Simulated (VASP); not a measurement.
Here is a VASP 6.6.1 calculation.

File INCAR:

```
PREC = Accurate ; ENCUT = 520
EDIFF = 1E-6 ; ISMEAR = -1
SIGMA = 0.08 ; LREAL = False
LASPH = True ; NELM = 60
ALGO = Normal ; ISIF = 2
LWAVE = False ; LCHARG = True
GGA = CA ; LELF = True
LVHAR = True ; NBANDS = 9
```

File KPOINTS:

```
Automatic mesh
0
Gamma
  16 16 16
```

POSCAR

```
S
1.0
    2.3839947525      0.0000000000      0.0000000000
    0.0000000000      2.3839947525      0.0000000000
    0.0000000000      0.0000000000      2.3839947525
S
1
Direct
    0.0000000000      0.0000000000      0.0000000000
```

Potentials or basis: VASP PAW LDA potentials, release 64 (S).

Run with:

```bash
$ cat potpaw_LDA.64/S/POTCAR > POTCAR
$ mpirun -np 1 vasp_std > vasp.out
```

(1) Predict the pressure.

(2) Predict the band gap on the k mesh.

## Answers

(1) 24.7 GPa.

(2) zero (band 3 reaches 14.91 eV, above the bottom of band 4 at 5.88 eV).
